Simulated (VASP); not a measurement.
# Pt (Fm-3m) in VASP: notebook

Pt is run at these levels: PBE; tasks: electric field gradients.

All numbers are computed with VASP 6.6.1; they aren't measurements. Logs are shortened: lines on timing, memory, paths and dates and some standing lists are left out, and cuts for length are marked.

## (1) The cell of the first run

Symmetry: Fm-3m, No. 225, cubic system. Conventional cell: a = 3.837 Å, b = 3.837 Å, c = 3.837 Å, α = 90.00°, β = 90.00°, γ = 90.00°. Pt (site symmetry m-3m) has 12 Pt at 2.71 Å within 3.6 Å.

## (2) Electric field gradients, PBE (volume scaled by 0.9405)

INCAR reads:

```
SYSTEM = Pt
PREC = Accurate
ENCUT = 520
EDIFF = 1E-8
ISMEAR = -1
SIGMA = 0.03
LREAL = .FALSE.
LASPH = .TRUE.
NELM = 60
ALGO = Normal
ISIF = 2
LWAVE = .FALSE.
LCHARG = .FALSE.
GGA = PE
LEFG = .TRUE.
NBANDS = 11
```

KPOINTS reads:

```
Automatic mesh
0
G
  18 18 18
  0 0 0
```

POSCAR reads:

```
Pt
1.0
    0.0000000000      1.9182716408      1.9182716408
    1.9182716408      0.0000000000      1.9182716408
    1.9182716408      1.9182716408      0.0000000000
Pt
1
Direct
    0.0000000000      0.0000000000      0.0000000000
```

Potentials or basis: VASP PAW PBE potentials, release 64 (Pt).

Run with:

```console
$ cat potpaw_PBE.64/Pt/POTCAR > POTCAR
$ mpirun -np 1 vasp_std > vasp.out
```

OUTCAR:

```text
SYSTEM = Pt
   PREC = Accurate
   ENCUT = 520
   EDIFF = 1E-8
   ISMEAR = -1
   LREAL = .FALSE.
   LASPH = .TRUE.
   NELM = 60
   ISIF = 2
   GGA = PE

 ion  position               nearest neighbor table
   1  0.000  0.000  0.000-

  LATTYP: Found a face centered cubic cell.
 ALAT       =     3.8365432816

  Lattice vectors:

 A1 = (   0.0000000000,   1.9182716408,   1.9182716408)
 A2 = (   1.9182716408,   0.0000000000,   1.9182716408)
 A3 = (   1.9182716408,   1.9182716408,   0.0000000000)

Analysis of symmetry for initial positions (statically):
=====================================================================
 Subroutine PRICEL returns:
 Original cell was already a primitive cell.

 Routine SETGRP: Setting up the symmetry group for a
 face centered cubic supercell.

 Subroutine GETGRP returns: Found 48 space group operations
 (whereof 48 operations were pure point group operations)
 out of a pool of 48 trial point group operations.

The static configuration has the point symmetry O_h .

Analysis of symmetry for dynamics (positions and initial velocities):
=====================================================================
 Subroutine PRICEL returns:
 Original cell was already a primitive cell.

 Routine SETGRP: Setting up the symmetry group for a
 face centered cubic supercell.

 Subroutine GETGRP returns: Found 48 space group operations
 (whereof 48 operations were pure point group operations)
 out of a pool of 48 trial point group operations.

The dynamic configuration has the point symmetry O_h .

 Subroutine INISYM returns: Found 48 space group operations
 (whereof 48 operations are pure point group operations),
 and found     1 'primitive' translations

----------------------------------------------------------------------------------------

                                     Primitive cell

  volume of cell :      14.1176

  direct lattice vectors                    reciprocal lattice vectors
     0.000000000  1.918271641  1.918271641    -0.260651302  0.260651302  0.260651302
     1.918271641  0.000000000  1.918271641     0.260651302 -0.260651302  0.260651302
     1.918271641  1.918271641  0.000000000     0.260651302  0.260651302 -0.260651302

  length of vectors
     2.712845771  2.712845771  2.712845771     0.451461297  0.451461297  0.451461297

  position of ions in fractional coordinates (direct lattice)
     0.000000000  0.000000000  0.000000000

  ion indices of the primitive-cell ions
   primitive index   ion index
                 1           1

----------------------------------------------------------------------------------------

 KPOINTS: Automatic mesh

Automatic generation of k-mesh.
 Grid dimensions read from file:
 generate k-points for:   18   18   18

 Generating k-lattice:

  Cartesian coordinates                     Fractional coordinates (reciprocal lattice)
    -0.014480628  0.014480628  0.014480628     0.055555556  0.000000000  0.000000000
     0.014480628 -0.014480628  0.014480628     0.000000000  0.055555556  0.000000000
     0.014480628  0.014480628 -0.014480628     0.000000000  0.000000000  0.055555556

  Length of vectors
     0.025081183  0.025081183  0.025081183

  Shift w.r.t. Gamma in fractional coordinates (k-lattice)
     0.000000000  0.000000000  0.000000000

 Subroutine IBZKPT returns following result:
 ===========================================

 Found    195 irreducible k-points:

 Following reciprocal coordinates:
            Coordinates               Weight
  0.000000  0.000000  0.000000      1.000000
  0.055556  0.000000  0.000000      8.000000
  0.111111  0.000000  0.000000      8.000000
  0.166667  0.000000  0.000000      8.000000
  0.222222  0.000000  0.000000      8.000000
  0.277778  0.000000  0.000000      8.000000
[... 16 lines left out ...]
 -0.277778  0.055556  0.000000     24.000000
 -0.222222  0.055556  0.000000     24.000000
 [... further k-points ...]
   k-points           NKPTS =    195   k-points in BZ     NKDIM =    195   number of bands    NBANDS=     11
   number of dos      NEDOS =    301   number of ions     NIONS =      1
   total plane-waves  NPLWV =   8000
   dimension x,y,z NGX =    20 NGY =   20 NGZ =   20
   dimension x,y,z NGXF=    40 NGYF=   40 NGZF=   40
   ions per type =               1
   NGX,Y,Z   is equivalent  to a cutoff of  12.26, 12.26, 12.26 a.u.
   NGXF,Y,Z  is equivalent  to a cutoff of  24.51, 24.51, 24.51 a.u.
 SYSTEM =  Pt
   PREC   = accura    normal or accurate (medium, high low for compatibility)
   ISTART =      0    job   : 0-new  1-cont  2-samecut
   ICHARG =      2    charge: 1-file 2-atom 10-const
   ISPIN  =      1    spin polarized calculation?
   LNONCOLLINEAR =      F non collinear calculations
   LSORBIT =      F    spin-orbit coupling
   LASPH  =      T    aspherical Exc in radial PAW
   ENCUT  =  520.0 eV  38.22 Ry    6.18 a.u.   5.04  5.04  5.04*2*pi/ulx,y,z
   NELM   =     60;   NELMIN=  2; NELMDL= -5     # of ELM steps
   EDIFF  = 0.1E-07   stopping-criterion for ELM
   LREAL  =      F    real-space projection
   EDIFFG = 0.1E-06   stopping-criterion for IOM
   NSW    =      0    number of steps for IOM
   IBRION =     -1    ionic relax: 0-MD 1-quasi-New 2-CG
   NFREE  =      0    steps in history (QN), initial steepest desc. (CG)
   ISIF   =      2    stress and relaxation
   ISYM   =      2    0-nonsym 1-usesym 2-fastsym
   POTIM  = 0.5000    time-step for ionic-motion
   TEBEG  =    0.0;   TEEND  =   0.0 temperature during run
   PSTRESS=    0.0 pullay stress
   NELECT =      10.0000    total number of electrons
   NUPDOWN=      -1.0000    fix difference up-down
   EMIN   =  10.00;   EMAX   =-10.00  energy-range for DOS
   EFERMI =   0.00;   METHOD = LEGACY
   ISMEAR =    -1;   SIGMA  =   0.03  broadening in eV -4-tet -1-fermi 0-gaus
   EFERMI_NEDOS =   21; number of points for ismear=-14 and -15
   IALGO  =     38    algorithm
   IMIX   =      4    mixing-type and parameters
     AMIX     =   0.40;   BMIX     =  1.00
     AMIX_MAG =   1.60;   BMIX_MAG =  1.00
  volume/ion in A,a.u.               =      14.12        95.27
  Fermi-wavevector in a.u.,A,eV,Ry     =   1.459334  2.757742 28.975729  2.129656
  Thomas-Fermi vector in A             =   2.575913
   LORBIT       =      0    0 simple, 1 ext, 2 COOP (PROOUT), +10 PAW based schemes
   GGA     = PE    functional components
   LHFCALC =     F    Hartree Fock is set to
   AEXX    =    0.0000 exact exchange contribution
   IVDW    =     0    specifies the selected vdW correction
   LEPSILON=     F    determine dielectric tensor
   LRPA    =     F    only Hartree local field effects (RPA)
 non-spin polarized calculation
  energy-cutoff  :      520.00
  volume of cell :       14.12
 maximum number of plane-waves:       392
   NGX =  9   NGY =  9   NGZ =  9

 number of electron      10.0000000 magnetization

 number of electron       9.9999999 magnetization

 Free energy of the ion-electron system (eV)
  ---------------------------------------------------
  ext. energy  EPLUGINS =         0.00000000
  ---------------------------------------------------
  free energy    TOTEN  =        -5.95840815 eV

  energy without entropy =       -5.95265272  energy(sigma->0) =       -5.95553044

 E-fermi :  12.5909     XC(G=0): -13.8908

 val. band max:       12.5894574713   @ k =  -0.3889   0.3889   0.1667
 cond. band min:      12.5945220974   @ k =  -0.3333   0.3889   0.1111
 fundamental gap:      0.0050646261
 Fermi energy:        12.5908983886

 k-point     1 :       0.0000    0.0000    0.0000
  band No.  band energies     occupation
      1       1.6011      2.00000
      2       8.3669      2.00000
      3       8.3669      2.00000
      4       8.3669      2.00000
      5      10.7693      2.00000
      6      10.7693      2.00000
      7      27.0062      0.00000
      8      32.3518      0.00000
      9      32.3518      0.00000
     10      32.3518      0.00000
     11      37.9447      0.00000

 k-point     2 :       0.0556    0.0000    0.0000
  band No.  band energies     occupation
      1       1.7342      2.00000
      2       8.3031      2.00000
      3       8.4217      2.00000
      4       8.4217      2.00000
      5      10.7363      2.00000
      6      10.7363      2.00000
      7      27.2246      0.00000
      8      31.6768      0.00000
      9      32.5656      0.00000
     10      32.5656      0.00000
     11      38.7306      0.00000
[... 295 lines left out ...]
 k-point    24 :      -0.2222    0.0556    0.0000
  band No.  band energies     occupation
      1       3.7561      2.00000
      2       7.8194      2.00000
      3       8.7942      2.00000
      4       8.8692      2.00000
      5      10.5365      2.00000
      6      11.3026      2.00000
      7      26.5949      0.00000
      8      29.2903      0.00000
      9      34.3296      0.00000
     10      35.6127      0.00000
     11      36.8548      0.00000

 [... further k-points ...]

------------------------ aborting loop because EDIFF is reached ----------------------------------------

  FORCE on cell =-STRESS in cart. coord.  units (eV):
  Direction    XX          YY          ZZ          XY          YZ          ZX
  --------------------------------------------------------------------------------------
  -------------------------------------------------------------------------------------
  Total        2.9043422      2.9043422      2.9043422     -0.0000000     -0.0000000      0.0000000
  in kB      329.6082311    329.6082311    329.6082311     -0.0000000     -0.0000000      0.0000000
  external PRESSURE =     329.6082311 kB  Pullay stress =       0.0000000 kB

 VOLUME and BASIS-vectors are now :
 -----------------------------------------------------------------------------
  energy-cutoff  :      520.00
  volume of cell :       14.12
      direct lattice vectors                 reciprocal lattice vectors
     0.000000000  1.918271641  1.918271641    -0.260651302  0.260651302  0.260651302
     1.918271641  0.000000000  1.918271641     0.260651302 -0.260651302  0.260651302
     1.918271641  1.918271641  0.000000000     0.260651302  0.260651302 -0.260651302

 POSITION                                       TOTAL-FORCE (eV/Angst)
 -----------------------------------------------------------------------------------
      0.00000      0.00000      0.00000         0.000000     -0.000000      0.000000
 -----------------------------------------------------------------------------------
    total drift:                               -0.000000     -0.000000     -0.000000

  FREE ENERGIE OF THE ION-ELECTRON SYSTEM (eV)
  ---------------------------------------------------
  free  energy   TOTEN  =        -5.9584081510 eV

  energy  without entropy=       -5.9526527227  energy(sigma->0) =       -5.95553044

 Electric field gradients (V/A^2)
---------------------------------------------------------------------
 ion       V_xx      V_yy      V_zz      V_xy      V_xz      V_yz
---------------------------------------------------------------------
   1       0.000    -0.000    -0.000    -0.000    -0.000    -0.000
---------------------------------------------------------------------

 Electric field gradients after diagonalization (V/A^2)
 (convention: |V_zz| > |V_xx| > |V_yy|)
----------------------------------------------------------------------
 ion       V_xx      V_yy      V_zz     asymmetry (V_yy - V_xx)/ V_zz
----------------------------------------------------------------------
   1       0.000     0.000    -0.001       0.000
----------------------------------------------------------------------

           NMR quadrupolar parameters

 Cq : quadrupolar parameter    Cq=e*Q*V_zz/h
 eta: asymmetry parameters     (V_yy - V_xx)/ V_zz
 Q  : nuclear electric quadrupole moment in mb (millibarn)
----------------------------------------------------------------------
 ion       Cq(MHz)       eta       Q (mb)
----------------------------------------------------------------------
   1      -0.000       0.000       1.000
----------------------------------------------------------------------
```

It took 26 s on 1 thread of AMD EPYC 9R45 (Zen 5), shared host; peak memory 0.11 GiB.

Results:

* Free energy: -5.9584 eV
* Pressure: 33.0 GPa
* Band gap on the k mesh: zero (band 5 reaches 13.16 eV, above the bottom of band 6 at 10.64 eV)

Levels at points of the mesh, in eV from the Fermi level:
| k point | band 3 | band 4 | band 5 | band 6 | band 7 | band 8 |
| --- | --- | --- | --- | --- | --- | --- |
| (0.00, 0.00, 0.00) | -4.22 | -4.22 | -1.82 | -1.82 | 14.42 | 19.76 |
| (0.50, 0.00, 0.00) | -4.31 | -0.75 | 0.05 | 0.05 | 6.37 | 14.01 |
| (0.50, 0.50, 0.00) | 0.01 | 0.56 | 0.56 | 1.65 | 9.63 | 11.60 |

Caveat: without QUAD_EFG the Cq values of the log hold for a quadrupole moment of 1 mb, not for the nuclei; spin-orbit coupling is left out, which moves the levels of the heavy elements.

(Continued in part 2 of 2.)
